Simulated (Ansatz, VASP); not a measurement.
One calculation of HgTe, two programs

```
CELL_PARAMETERS angstrom
0.00000 2.86186 2.86186
2.86186 0.00000 2.86186
2.86186 2.86186 0.00000
ATOMIC_POSITIONS crystal
Hg 0.00000 0.00000 0.00000
Te 0.50000 0.50000 0.50000
```

Change from the starting cell: volume scaled by 0.94.

Alike in both runs: task single point; functional PBEsol; k mesh 12 × 12 × 12; occupations fermi-dirac, width 0.08 eV; no spin polarisation.

|  | VASP | Ansatz |
| --- | --- | --- |
| version | VASP 6.6.1 | Ansatz 0.2.0 |
| potentials or method | VASP PAW PBE potentials, release 64 (Hg, Te), cutoff 520 eV | all-electron LAPW, scalar-relativistic |

VASP gave:

- pressure (GPa): 12.9

Estimate Ansatz's values.

pressure (GPa): 12.5.

VASP's potentials were made for PBE, not for PBEsol. Ansatz ran all-electron here, and VASP with PAW potentials.

Neither program's run includes spin-orbit coupling.
